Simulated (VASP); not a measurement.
# PbO (Pbcm) in VASP: single point with PBE

Aim: the single point of PbO with PBE.

All numbers are computed with VASP 6.6.1; they aren't measurements. Logs are shortened: lines on timing, memory, paths and dates and some standing lists are left out, and cuts for length are marked.

### 1 The cell of the first run

Symmetry: Pbcm, No. 57, orthorhombic system. Conventional cell: a = 5.931 Å, b = 5.501 Å, c = 4.708 Å, α = 90.00°, β = 90.00°, γ = 90.00°. Within 2.9 Å of Pb (site symmetry m) lie 4 O at 2.23 to 2.46 Å. O (site symmetry m) has 4 Pb at 2.23 to 2.46 Å and 6 O at 2.92 to 3.17 Å within 3.2 Å.

### 2 Single point, PBE

INCAR

```
SYSTEM = PbO
ALGO = Normal
EDIFF = 1E-7
ENCUT = 520
GGA = PE
ISIF = 2
ISMEAR = 0
LASPH = .TRUE.
LCHARG = .FALSE.
LREAL = .FALSE.
LWAVE = .FALSE.
NBANDS = 50
NELM = 100
PREC = Accurate
SIGMA = 0.01
```

KPOINTS

```
k-points
0
G
  4 6 6
  0 0 0
```

POSCAR

```
PbO
1.0
    5.9308942866      0.0000000000      0.0000000000
    0.0000000000      5.5012429525      0.0000000000
    0.0000000000      0.0000000000      4.7082397319
Pb O
4 4
Direct
    0.2297947602     -0.0107543680      0.2500000000
    0.7702052398      1.0107543680      0.7500000000
    0.2297947602      0.5107543680      0.7500000000
    0.7702052398      0.4892456320      0.2500000000
    0.8668889111      0.0925092233      0.2500000000
    0.1331110889      0.9074907767      0.7500000000
    0.8668889111      0.4074907767      0.7500000000
    0.1331110889      0.5925092233      0.2500000000
```

Potentials or basis: VASP PAW PBE potentials, release 64 (Pb_d, O).

Run with:

```console
$ cat potpaw_PBE.64/Pb_d/POTCAR potpaw_PBE.64/O/POTCAR > POTCAR
$ mpirun -np 1 vasp_std > vasp.out
```

OUTCAR:

```text
SYSTEM = PbO
   EDIFF = 1E-7
   ENCUT = 520
   GGA = PE
   ISIF = 2
   ISMEAR = 0
   LASPH = .TRUE.
   LREAL = .FALSE.
   NELM = 100
   PREC = Accurate

 ion  position               nearest neighbor table
   1  0.230  0.989  0.250-   5 2.23   8 2.26   6 2.46   6 2.46   3 3.53   3 3.53   2 3.60   2 3.60
                             3 3.71   3 3.71   4 3.87   4 3.87   2 3.98   2 3.98
   2  0.770  0.011  0.750-   6 2.23   7 2.26   5 2.46   5 2.46   4 3.53   4 3.53   1 3.60   1 3.60
                             4 3.71   4 3.71   3 3.87   3 3.87   1 3.98   1 3.98
   3  0.230  0.511  0.750-   7 2.23   6 2.26   8 2.46   8 2.46   1 3.53   1 3.53   4 3.60   4 3.60
                             1 3.71   1 3.71   2 3.87   2 3.87   4 3.98   4 3.98
   4  0.770  0.489  0.250-   8 2.23   5 2.26   7 2.46   7 2.46   2 3.53   2 3.53   3 3.60   3 3.60
                             2 3.71   2 3.71   1 3.87   1 3.87   3 3.98   3 3.98
   5  0.867  0.093  0.250-   1 2.23   4 2.26   2 2.46   2 2.46
   6  0.133  0.907  0.750-   2 2.23   3 2.26   1 2.46   1 2.46
   7  0.867  0.407  0.750-   3 2.23   2 2.26   4 2.46   4 2.46
   8  0.133  0.593  0.250-   4 2.23   1 2.26   3 2.46   3 2.46

  LATTYP: Found a simple orthorhombic cell.
 ALAT       =     4.7082397319
 B/A-ratio  =     1.1684288111
 C/A-ratio  =     1.2596840060

  Lattice vectors:

 A1 = (   0.0000000000,   0.0000000000,  -4.7082397319)
 A2 = (   0.0000000000,   5.5012429525,   0.0000000000)
 A3 = (   5.9308942866,   0.0000000000,   0.0000000000)

Analysis of symmetry for initial positions (statically):
=====================================================================
 Subroutine PRICEL returns:
 Original cell was already a primitive cell.

 Routine SETGRP: Setting up the symmetry group for a
 simple orthorhombic supercell.

 Subroutine GETGRP returns: Found  8 space group operations
 (whereof  2 operations were pure point group operations)
 out of a pool of  8 trial point group operations.

The static configuration has the point symmetry S_2 .
 The point group associated with its full space group is D_2h.

Analysis of symmetry for dynamics (positions and initial velocities):
=====================================================================
 Subroutine PRICEL returns:
 Original cell was already a primitive cell.

 Routine SETGRP: Setting up the symmetry group for a
 simple orthorhombic supercell.

 Subroutine GETGRP returns: Found  8 space group operations
 (whereof  2 operations were pure point group operations)
 out of a pool of  8 trial point group operations.

The dynamic configuration has the point symmetry S_2 .
 The point group associated with its full space group is D_2h.

 Subroutine INISYM returns: Found  8 space group operations
 (whereof  2 operations are pure point group operations),
 and found     1 'primitive' translations

----------------------------------------------------------------------------------------

                                     Primitive cell

  volume of cell :     153.6171

  direct lattice vectors                    reciprocal lattice vectors
     5.930894287  0.000000000  0.000000000     0.168608637  0.000000000  0.000000000
     0.000000000  5.501242953  0.000000000     0.000000000  0.181777102  0.000000000
     0.000000000  0.000000000  4.708239732     0.000000000  0.000000000  0.212393603

  length of vectors
     5.930894287  5.501242953  4.708239732     0.168608637  0.181777102  0.212393603

  position of ions in fractional coordinates (direct lattice)
     0.229794760  0.989245632  0.250000000
     0.770205240  0.010754368  0.750000000
     0.229794760  0.510754368  0.750000000
     0.770205240  0.489245632  0.250000000
     0.866888911  0.092509223  0.250000000
     0.133111089  0.907490777  0.750000000
     0.866888911  0.407490777  0.750000000
     0.133111089  0.592509223  0.250000000

  ion indices of the primitive-cell ions
   primitive index   ion index
                 1           1
                 2           2
                 3           3
                 4           4
                 5           5
                 6           6
                 7           7
                 8           8

----------------------------------------------------------------------------------------

 KPOINTS: k-points

Automatic generation of k-mesh.
 Grid dimensions read from file:
 generate k-points for:    4    6    6

 Generating k-lattice:

  Cartesian coordinates                     Fractional coordinates (reciprocal lattice)
     0.042152159  0.000000000  0.000000000     0.250000000  0.000000000  0.000000000
     0.000000000  0.030296184  0.000000000     0.000000000  0.166666667  0.000000000
     0.000000000  0.000000000  0.035398934     0.000000000  0.000000000  0.166666667

  Length of vectors
     0.042152159  0.030296184  0.035398934

  Shift w.r.t. Gamma in fractional coordinates (k-lattice)
     0.000000000  0.000000000  0.000000000

 Subroutine IBZKPT returns following result:
 ===========================================

 Found     48 irreducible k-points:

 Following reciprocal coordinates:
            Coordinates               Weight
  0.000000  0.000000  0.000000      1.000000
  0.250000  0.000000  0.000000      2.000000
  0.500000  0.000000  0.000000      1.000000
  0.000000  0.166667  0.000000      2.000000
  0.250000  0.166667  0.000000      4.000000
  0.500000  0.166667  0.000000      2.000000
[... 16 lines left out ...]
  0.250000  0.500000  0.166667      4.000000
  0.500000  0.500000  0.166667      2.000000
 [... further k-points ...]
   k-points           NKPTS =     48   k-points in BZ     NKDIM =     48   number of bands    NBANDS=     50
   number of dos      NEDOS =    301   number of ions     NIONS =      8
   total plane-waves  NPLWV =  72576
   dimension x,y,z NGX =    48 NGY =   42 NGZ =   36
   dimension x,y,z NGXF=    96 NGYF=   84 NGZF=   72
   ions per type =               4   4
   NGX,Y,Z   is equivalent  to a cutoff of  13.45, 12.69, 12.71 a.u.
   NGXF,Y,Z  is equivalent  to a cutoff of  26.91, 25.38, 25.42 a.u.
 SYSTEM =  PbO
   PREC   = accura    normal or accurate (medium, high low for compatibility)
   ISTART =      0    job   : 0-new  1-cont  2-samecut
   ICHARG =      2    charge: 1-file 2-atom 10-const
   ISPIN  =      1    spin polarized calculation?
   LNONCOLLINEAR =      F non collinear calculations
   LSORBIT =      F    spin-orbit coupling
   LASPH  =      T    aspherical Exc in radial PAW
   ENCUT  =  520.0 eV  38.22 Ry    6.18 a.u.  11.03 10.23  8.75*2*pi/ulx,y,z
   NELM   =    100;   NELMIN=  2; NELMDL= -5     # of ELM steps
   EDIFF  = 0.1E-06   stopping-criterion for ELM
   LREAL  =      F    real-space projection
   EDIFFG = 0.1E-05   stopping-criterion for IOM
   NSW    =      0    number of steps for IOM
   IBRION =     -1    ionic relax: 0-MD 1-quasi-New 2-CG
   NFREE  =      0    steps in history (QN), initial steepest desc. (CG)
   ISIF   =      2    stress and relaxation
   ISYM   =      2    0-nonsym 1-usesym 2-fastsym
   POTIM  = 0.5000    time-step for ionic-motion
   TEBEG  =    0.0;   TEEND  =   0.0 temperature during run
   PSTRESS=    0.0 pullay stress
   NELECT =      80.0000    total number of electrons
   NUPDOWN=      -1.0000    fix difference up-down
   EMIN   =  10.00;   EMAX   =-10.00  energy-range for DOS
   EFERMI =   0.00;   METHOD = LEGACY
   ISMEAR =     0;   SIGMA  =   0.01  broadening in eV -4-tet -1-fermi 0-gaus
   EFERMI_NEDOS =   21; number of points for ismear=-14 and -15
   IALGO  =     38    algorithm
   IMIX   =      4    mixing-type and parameters
     AMIX     =   0.40;   BMIX     =  1.00
     AMIX_MAG =   1.60;   BMIX_MAG =  1.00
  volume/ion in A,a.u.               =      19.20       129.58
  Fermi-wavevector in a.u.,A,eV,Ry     =   1.317119  2.488994 23.603415  1.734802
  Thomas-Fermi vector in A             =   2.447183
   LORBIT       =      0    0 simple, 1 ext, 2 COOP (PROOUT), +10 PAW based schemes
   GGA     = PE    functional components
   LHFCALC =     F    Hartree Fock is set to
   AEXX    =    0.0000 exact exchange contribution
   IVDW    =     0    specifies the selected vdW correction
   LEPSILON=     F    determine dielectric tensor
   LRPA    =     F    only Hartree local field effects (RPA)
 non-spin polarized calculation
 Gauss-broadening in eV      SIGMA  =   0.01
  energy-cutoff  :      520.00
  volume of cell :      153.62
 maximum number of plane-waves:      4164
 NGX is ok and might be reduce to    48
   NGX = 23   NGY = 21   NGZ = 17

 number of electron      79.9999978 magnetization

 Free energy of the ion-electron system (eV)
  ---------------------------------------------------
  ext. energy  EPLUGINS =         0.00000000
  ---------------------------------------------------
  free energy    TOTEN  =       -42.70010986 eV

  energy without entropy =      -42.70010986  energy(sigma->0) =      -42.70010986

 E-fermi :   4.9357     XC(G=0): -10.0696

 val. band max:        4.8264426146   @ k =   0.5000   0.0000   0.0000
 cond. band min:       6.9621218792   @ k =   0.5000   0.5000   0.3333
 fundamental gap:      2.1356792646
 Fermi energy:         4.9357431300

 k-point     1 :       0.0000    0.0000    0.0000
  band No.  band energies     occupation
      1     -12.8885      2.00000
      2     -12.7635      2.00000
      3     -12.6526      2.00000
      4     -12.5515      2.00000
      5     -10.6925      2.00000
      6     -10.6313      2.00000
[... 42 lines left out ...]
     49      12.7331      0.00000
     50      12.8846      0.00000

 k-point     2 :       0.2500    0.0000    0.0000
  band No.  band energies     occupation
      1     -12.8766      2.00000
      2     -12.7573      2.00000
      3     -12.6440      2.00000
      4     -12.5426      2.00000
      5     -10.6875      2.00000
      6     -10.6348      2.00000
[... 1158 lines left out ...]
 k-point    24 :       0.5000    0.5000    0.1667
  band No.  band energies     occupation
      1     -12.7230      2.00000
      2     -12.7230      2.00000
      3     -12.5212      2.00000
      4     -12.5212      2.00000
      5     -10.5741      2.00000
      6     -10.5741      2.00000
[... 42 lines left out ...]
     49      11.8673      0.00000
     50      11.8673      0.00000

 [... further k-points ...]

------------------------ aborting loop because EDIFF is reached ----------------------------------------

  FORCE on cell =-STRESS in cart. coord.  units (eV):
  Direction    XX          YY          ZZ          XY          YZ          ZX
  --------------------------------------------------------------------------------------
  -------------------------------------------------------------------------------------
  Total        4.4043102      4.7072411      4.4342364      0.0000000      0.0000000      0.0000000
  in kB       45.9355488     49.0950206     46.2476691      0.0000000      0.0000000      0.0000000
  external PRESSURE =      47.0927462 kB  Pullay stress =       0.0000000 kB

 VOLUME and BASIS-vectors are now :
 -----------------------------------------------------------------------------
  energy-cutoff  :      520.00
  volume of cell :      153.62
      direct lattice vectors                 reciprocal lattice vectors
     5.930894287  0.000000000  0.000000000     0.168608637  0.000000000  0.000000000
     0.000000000  5.501242953  0.000000000     0.000000000  0.181777102  0.000000000
     0.000000000  0.000000000  4.708239732     0.000000000  0.000000000  0.212393603

 POSITION                                       TOTAL-FORCE (eV/Angst)
 -----------------------------------------------------------------------------------
      1.36289      5.44208      1.17706         0.391617      0.182786      0.000000
      4.56801      0.05916      3.53118        -0.391617     -0.182786     -0.000000
      1.36289      2.80978      3.53118         0.391617     -0.182786      0.000000
      4.56801      2.69146      1.17706        -0.391617      0.182786     -0.000000
      5.14143      0.50892      1.17706        -0.198340     -0.115820      0.000000
      0.78947      4.99233      3.53118         0.198340      0.115820      0.000000
      5.14143      2.24171      3.53118        -0.198340      0.115820     -0.000000
      0.78947      3.25954      1.17706         0.198340     -0.115820     -0.000000
 -----------------------------------------------------------------------------------
    total drift:                                0.000000     -0.000000      0.000000

  FREE ENERGIE OF THE ION-ELECTRON SYSTEM (eV)
  ---------------------------------------------------
  free  energy   TOTEN  =       -42.7001098620 eV

  energy  without entropy=      -42.7001098620  energy(sigma->0) =      -42.70010986
```

It took 5.2 min on 1 thread of Intel Xeon Platinum 8375C at 2.90GHz (Ice Lake), shared host; peak memory 0.41 GiB.

What came out:

```yaml
Free_energy: -42.7001 eV
Pressure: 4.7 GPa
Largest_force: 0.432 eV/Å
Band_gap_on_the_k_mesh: 2.14 eV (least direct gap 2.42 eV)
```

Forces in eV/Å, atoms in the order of the input:
```
Pb   0.392  0.183  0.000
Pb  -0.392 -0.183  0.000
Pb   0.392 -0.183  0.000
Pb  -0.392  0.183  0.000
O   -0.198 -0.116  0.000
O    0.198  0.116  0.000
O   -0.198  0.116  0.000
O    0.198 -0.116  0.000
```

Caveat: the cell stands under pressure; spin-orbit coupling is left out, which moves the levels of the heavy elements. A k mesh can miss the band edges.
